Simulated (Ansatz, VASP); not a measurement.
One calculation of Te, two programs

File INCAR:

```
PREC     = Accurate       # precision mode
ENCUT    = 520            # plane-wave cutoff, eV
EDIFF    = 1E-6           # SCF threshold, eV
ISMEAR   = -1             # smearing method
SIGMA    = 0.1            # smearing width, eV
LREAL    = F              # projectors in reciprocal space
LASPH    = T              # aspherical terms in the spheres
NELM     = 80             # most SCF steps
ALGO     = Normal         # electronic algorithm
ISIF     = 2              # what is computed and relaxed
LWAVE    = F              # write WAVECAR
LCHARG   = T              # write CHGCAR
GGA      = PS             # functional
LELF     = T              # ELF
LVHAR    = T            
NBANDS   = 9              # bands
```

Contents of KPOINTS:

```
Automatic mesh
0
Gamma
  13 13 13
```

The input POSCAR:

```
Te
1.0
   -1.9631005896      1.9631005896      1.9631005896
    1.9631005896     -1.9631005896      1.9631005896
    1.9631005896      1.9631005896     -1.9631005896
Te
1
Direct
    0.0000000000      0.0000000000      0.0000000000
```

Input for Ansatz:

```yaml
crystal:
  lattice:
    - [-1.9631005896, 1.9631005896, 1.9631005896]
    - [1.9631005896, -1.9631005896, 1.9631005896]
    - [1.9631005896, 1.9631005896, -1.9631005896]
  atoms:
    - { symbol: Te, position: [0.0, 0.0, 0.0] }
hamiltonian:
  xc: pbesol
  pseudopotentials:
    kind: paw
    azcp:
      Te: "pseudopotentials/Te.paw.azcp"
basis:
  ecutwfc: 420
  fft_grid_basis: typed
kpoints:
  mp_grid: { grid: [13, 13, 13], shift: [0, 0, 0] }
magnetization:
  spin_polarized: false
scf:
  occupations: { method: fermi_dirac, width: 0.1 }
  lower_state_search: "off"
output:
  stress: true
  write_density: true
  write_potential: true
  elf: true
  volumetric_format: npy
```

Alike in both runs: task single point; functional PBEsol; k mesh 13 × 13 × 13; occupations fermi-dirac, width 0.1 eV; no spin polarisation.

```csv
,VASP,Ansatz
version,VASP 6.6.1,Ansatz 0.2.0
potentials or method,"VASP PAW PBE potentials, release 64 (Te), cutoff 520 eV","plane waves (420 eV) with PAW, scalar-relativistic"
valence electrons in the cell,6,16
```

```csv
,VASP,Ansatz,Ansatz less VASP
pressure (GPa),-5.7,-5.7,+0.03
```

VASP's potentials were made for PBE, not for PBEsol, and Ansatz warns of the same on its side. With one functional, cell and mesh, what is left measures potentials, basis and numerics. VASP's potentials hold 6 valence electrons a cell and Ansatz's 16, so a difference there can come from the potentials and not from the codes.

Spin-orbit coupling is off throughout.
